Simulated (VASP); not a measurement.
Input of a VASP 6.6.1 run:

Contents of INCAR:

```
SYSTEM = BaTiO3
PREC = Accurate
ENCUT = 520
EDIFF = 1E-7
ISMEAR = 0
SIGMA = 0.01
LREAL = .False.
LASPH = .True.
NELM = 100
ALGO = Normal
ISIF = 2
LWAVE = .False.
LCHARG = .False.
GGA = PE
NBANDS = 28
```

KPOINTS

```
regular mesh
0
Gamma
  4 4 4
  0 0 0
```

The input POSCAR:

```
BaTiO3
1.0
    3.9998000000      0.0000000000      0.0000000000
    0.0000000000      3.9998000000      0.0000000000
    0.0000000000      0.0000000000      4.0180000000
Ba Ti O
1 1 3
Direct
    0.0000000000      0.0000000000      0.0000000000
    0.5000000000      0.5000000000      0.4900000000
    0.5000000000      0.5000000000      0.0190000000
    0.5000000000      0.0000000000      0.5170000000
    0.0000000000      0.5000000000      0.5170000000
```

Potentials or basis: VASP PAW PBE potentials, release 64 (Ba_sv, Ti_sv, O).

The run is started by

```console
$ cat potpaw_PBE.64/Ba_sv/POTCAR potpaw_PBE.64/Ti_sv/POTCAR potpaw_PBE.64/O/POTCAR > POTCAR
$ mpirun -np 1 vasp_std > vasp.out
```

Q: Predict the largest force.

A: 0.305 eV/Å.

Q: Predict the band gap on the k mesh.

A: 1.76 eV (least direct gap 2.05 eV).

Stress tensor (GPa, compression positive):
```
3.91 0.00 0.00
0.00 3.91 0.00
0.00 0.00 4.90
```

Caveat: the cell stands under pressure; spin-orbit coupling is left out, which moves the levels of the heavy elements. Expect the measured gap to be larger: semilocal functionals such as PBE lack the derivative discontinuity.
